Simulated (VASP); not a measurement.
A run of VASP 6.6.1:

INCAR

```
  PREC = Accurate
  ENCUT = 520
  EDIFF = 1E-6
  ISMEAR = 0
  SIGMA = 0.01
  LREAL = F
  LASPH = T
  NELM = 150
  ALGO = Normal
  ISIF = 2
  LWAVE = F
  LCHARG = F
  MAGMOM = 0 0 0 0 0 0
  LORBIT = 11
  LSORBIT = T
  GGA_COMPAT = F
  LORBMOM = T
  NBANDS = 26
```

File KPOINTS:

```
regular mesh
0
Gamma
  6 6 6
```

File POSCAR:

```
NaI
1.0
    0.0000000000      3.1310871851      3.1154317491
    3.1310871851      0.0000000000      3.1154317491
    3.1310871851      3.1310871851      0.0000000000
Na I
1 1
Direct
    0.0000000000      0.0000000000      0.0000000000
    0.5000000000      0.5000000000      0.5000000000
```

Potentials or basis: VASP PAW LDA potentials, release 64 (Na_pv, I).

Launch:

```console
$ cat potpaw_LDA.64/Na_pv/POTCAR potpaw_LDA.64/I/POTCAR > POTCAR
$ mpirun -np 1 vasp_ncl > vasp.out
```

Hardware: 1 thread of Intel(R) Xeon(R) Platinum 8259CL CPU @ 2.50GHz (Skylake/Cascade Lake), with other jobs on the host.

Estimate the wall time of this run.

It took 100 s on 1 thread of Intel(R) Xeon(R) Platinum 8259CL CPU @ 2.50GHz (Skylake/Cascade Lake), on a shared host, peak memory 0.33 GiB. Counts: scf iterations 11, k points 30.
